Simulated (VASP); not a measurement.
Set up this calculation in VASP 6.6.1, as the native input.

| Quantity | Value |
| --- | --- |
| Task | single point |
| Functional | PBE |
| Potentials or basis | VASP PAW PBE potentials, release 64 (Mg, O) |
| Cutoff | 520 eV |
| k mesh | 9 × 9 × 6 |
| Occupations | gaussian, width 0.05 eV |
| Spin | no spin polarisation |
| Dipole correction | no |
| Further INCAR settings | ALGO = Normal; EDIFF = 1e-06; NBANDS = 16 |

The structure of MgO lies in POSCAR:

```
MgO
1.0
    3.3453000000      0.0000000000      0.0000000000
   -1.6726500000      2.8971147833      0.0000000000
    0.0000000000      0.0000000000      4.2818000000
Mg O
2 2
Direct
    0.6666666667      0.3333333333      0.7500000000
    0.3333333333      0.6666666667      0.2500000000
    0.6666666667      0.3333333333      0.2500000000
    0.3333333333      0.6666666667      0.7500000000
```

One way to write it, as run:

INCAR

```
ALGO = Normal ; EDIFF = 1E-6
ENCUT = 520 ; GGA = PE
ISIF = 2 ; ISMEAR = 0
LASPH = T ; LCHARG = F
LREAL = F ; LWAVE = F
NBANDS = 16 ; NELM = 80
PREC = Accurate ; SIGMA = 0.05
```

KPOINTS

```
k-points
0
Gamma
  9 9 6
```

Potentials or basis: VASP PAW PBE potentials, release 64 (Mg, O).

Command:

```bash
$ cat potpaw_PBE.64/Mg/POTCAR potpaw_PBE.64/O/POTCAR > POTCAR
$ mpirun -np 1 vasp_std > vasp.out
```

Results of the run:

```yaml
Pressure: 14.2 GPa
Band_gap_on_the_k_mesh: 3.69 eV, direct
```

It took 12 s on 1 thread of Intel(R) Xeon(R) 6975P-C (Granite Rapids), with other jobs on the host, peak memory 0.18 GiB.
